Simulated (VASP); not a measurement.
Bi, 2 atoms in the cell. The structure is monoclinic, space group P2/m (No. 10). Conventional cell: a = 3.195 Å, b = 3.178 Å, c = 6.357 Å, α = 90.00°, β = 90.72°, γ = 90.00°. Within 4.2 Å of Bi (site symmetry m) lie 6 Bi at 3.18 to 3.20 Å. 

* Program: VASP 6.6.1
* Task: single point
* Functional: r2SCAN
* Potentials or basis: VASP PAW PBE potentials, release 64 (Bi_d)
* Cutoff: 520 eV
* k mesh: 8 × 8 × 4
* Occupations: fermi-dirac, width 0.05 eV
* Spin: no spin polarisation
* Dipole correction: no
* Further INCAR settings: ALGO = Normal; EDIFF = 1e-06; NBANDS = 22

Potentials or basis: VASP PAW PBE potentials, release 64 (Bi_d).

Command:

```bash
$ cat potpaw_PBE.64/Bi_d/POTCAR > POTCAR
$ cp INCAR.step1 INCAR
$ mpirun -np 1 vasp_std > vasp.out
$ cp INCAR.step2 INCAR
$ mpirun -np 1 vasp_std > vasp.out
```

Hardware: 1 thread of Intel(R) Xeon(R) 6975P-C (Granite Rapids), on a shared host.

**Question.** Estimate the wall time of this run.

**Answer.** Wall time 100 s on 1 thread of Intel(R) Xeon(R) 6975P-C (Granite Rapids) (shared host), peak memory 0.23 GiB. Counts: k points 90.
